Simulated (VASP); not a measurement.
The system is PbS.

```
CELL_PARAMETERS angstrom
2.10732 -6.07014 0.00000
2.10732 6.07014 0.00000
0.00000 0.00000 4.33563
ATOMIC_POSITIONS crystal
Pb 0.13056 0.86944 0.25000
Pb 0.86944 0.13056 0.75000
S 0.35480 0.64520 0.25000
S 0.64520 0.35480 0.75000
```

Base run:

* Program: VASP 6.6.1
* Functional: RPBE
* Dispersion: D3(BJ)
* Potentials or basis: VASP PAW PBE potentials, release 64 (Pb_d, S)
* Cutoff: 520 eV
* k mesh: 7 × 7 × 6
* Occupations: fermi-dirac, width 0.05 eV
* Spin: no spin polarisation

Its results: band gap on the k mesh 1.41 eV (least direct gap 1.52 eV); pressure -11.9 GPa; largest force 0.380 eV/Å.

Question: The run is repeated on the same cell with these changes: functional from RPBE to BLYP; further incar settings from ALGO = Normal; EDIFF = 1e-06; NBANDS = 28 to ALGO = Normal; EDIFF = 1e-07; NBANDS = 28. What comes out?

Answer: Band gap on the k mesh 1.34 eV (least direct gap 1.47 eV); pressure -1.9 GPa; largest force 0.052 eV/Å.

Caveats: the PAW data sets were made with another functional, which shifts forces and pressure a little; spin-orbit coupling is left out, which moves the levels of the heavy elements; an odd mesh through Γ misses points on the zone boundary, where band edges can lie; the cell stands under tension (at least some runs).
